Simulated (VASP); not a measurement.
## GaAs: single point with BHLYP

GaAs:

```
As Ga
1.0
     0.00000    2.86405    2.86405
     2.86405    0.00000    2.86405
     2.86405    2.86405    0.00000
As Ga
1 1
Direct
  0.75000 0.75000 0.75000
  0.00000 0.00000 0.00000
```

| Quantity | Value |
| --- | --- |
| Program | VASP 6.6.1 |
| Task | single point |
| Functional | BHLYP |
| Potentials or basis | VASP PAW PBE potentials, release 64 (As, Ga_d) |
| Cutoff | 520 eV |
| k mesh | 4 × 4 × 4 |
| Occupations | fermi-dirac, width 0.05 eV |
| Spin | no spin polarisation |

```json
{"Pressure": "-1.2 GPa", "Band gap on the k mesh": "3.46 eV"}
```

Levels at points of the mesh, in eV from the valence-band top:
| k point | band 5 | band 6 | band 7 | band 8 | band 9 | band 10 | band 11 | band 12 | band 13 | band 14 |
| --- | --- | --- | --- | --- | --- | --- | --- | --- | --- | --- |
| (0.00, 0.00, 0.00) | -19.96 | -14.93 | 0.00 | 0.00 | 0.00 | 3.46 | 6.96 | 6.96 | 6.96 | 11.12 |
| (0.50, 0.00, 0.00) | -19.96 | -13.00 | -7.53 | -1.25 | -1.25 | 3.98 | 7.94 | 7.94 | 11.25 | 14.07 |
| (0.50, 0.50, 0.00) | -19.95 | -12.16 | -7.78 | -2.95 | -2.95 | 4.47 | 4.69 | 14.08 | 14.08 | 14.72 |

Run time: 7 min on 1 thread of Intel(R) Xeon(R) Platinum 8375C CPU @ 2.90GHz (Ice Lake), on a shared host, peak memory 0.17 GiB.

Caveat: the k points lie up to 0.47 Å⁻¹ apart; the PAW data sets were made with another functional, which shifts forces and pressure a little.
